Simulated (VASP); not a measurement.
A run of VASP 6.6.1 is set up as follows.

File INCAR:

```
SYSTEM = BN
PREC     = Accurate       ! precision mode
ENCUT    = 600            ! plane-wave cutoff, eV
EDIFF    = 1E-7           ! SCF threshold, eV
ISMEAR   = 0              ! smearing method
SIGMA    = 0.01           ! smearing width, eV
LREAL    = .False.        ! projectors in reciprocal space
LASPH    = .True.         ! aspherical terms in the spheres
NELM     = 120            ! most SCF steps
ALGO     = Normal         ! electronic algorithm
ISIF     = 3              ! what is computed and relaxed
LWAVE    = .False.        ! write WAVECAR
LCHARG   = .False.        ! write CHGCAR
GGA      = B5             ! functional
ALDAX    = 1.0          
AGGAX    = 1.0          
AGGAC    = 1.0          
ALDAC    = 0.0          
IVDW     = 12             ! dispersion correction
VDW_S6   = 1.0          
VDW_S8   = 2.6996       
VDW_A1   = 0.4298       
VDW_A2   = 4.2359       
IBRION   = 2              ! ionic algorithm
NSW      = 80             ! ionic steps
EDIFFG   = -0.01          ! ionic threshold
GGA_COMPAT= .False.      
NELMIN   = 4
```

Contents of KPOINTS:

```
Automatic mesh
0
Gamma
  10 10 10
  0 0 0
```

The input POSCAR:

```
BN
1.0
    0.0000000000      3.4953150000      2.1660900000
    1.2516300000      0.0000000000      2.1660900000
    1.2516300000      3.4953150000      0.0000000000
B N
1 1
Direct
    0.0000500000      0.0000500000      0.9999500000
    0.6666666667      0.6666666667      0.3333333333
```

Potentials or basis: VASP PAW PBE potentials, release 64 (B, N).

Run with:

```console
$ cat potpaw_PBE.64/B/POTCAR potpaw_PBE.64/N/POTCAR > POTCAR
$ mpirun -np 1 vasp_std > vasp.out
```

Problem. Estimate the dispersion energy per atom.

Solution. -0.282 eV.

Problem. Estimate the relaxed cell.

Solution. a = 3.879 Å, b = 2.503 Å, c = 3.453 Å, α = 79.53°, β = 39.39°, γ = 61.08°.

Problem. What does it give for the relaxed volume?

Solution. 8.74 Å³/atom.

Final structure:
```xyz
2
Lattice="0.0000 3.2170 2.1670 1.2534 0.0000 2.1670 1.2534 3.2170 0.0000" Properties=species:S:1:pos:R:3 pbc="T T T"
B     1.2534    3.2170    0.0007
N     1.2534    3.2170    2.8889
```

Caveat: the PAW data sets were made with another functional, which shifts forces and pressure a little.
